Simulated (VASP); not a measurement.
A run of VASP 6.6.1 is set up as follows.

Contents of INCAR:

```
SYSTEM = Sb2Pt
PREC = Accurate ; ENCUT = 520
EDIFF = 1E-7 ; ISMEAR = 0
SIGMA = 0.1 ; LREAL = .False.
LASPH = .True. ; NELM = 80
ALGO = Normal ; ISIF = 2
LWAVE = .False. ; LCHARG = .False.
GGA = PE ; NBANDS = 17
```

File KPOINTS:

```
regular mesh
0
Gamma
  12 12 12
  0 0 0
```

The input POSCAR:

```
Sb2Pt
1.0
    0.0000000000      3.3213491516      3.3213491516
    3.3213491516      0.0000000000      3.3213491516
    3.3213491516      3.3213491516      0.0000000000
Sb Pt
2 1
Direct
    0.2500000000      0.2500000000      0.2500000000
    0.7500000000      0.7500000000      0.7500000000
    0.0000000000      0.0000000000      0.0000000000
```

Potentials or basis: VASP PAW PBE potentials, release 64 (Sb, Pt).

The run is started by

```bash
$ cat potpaw_PBE.64/Sb/POTCAR potpaw_PBE.64/Pt/POTCAR > POTCAR
$ mpirun -np 1 vasp_std > vasp.out
```

Problem. What does it give for the pressure?

Solution. -0.2 GPa.

Problem. Predict the band gap on the k mesh.

Solution. Zero (bands 10 and 11 overlap by 1.95 eV).

Caveat: spin-orbit coupling is left out, which moves the levels of the heavy elements.
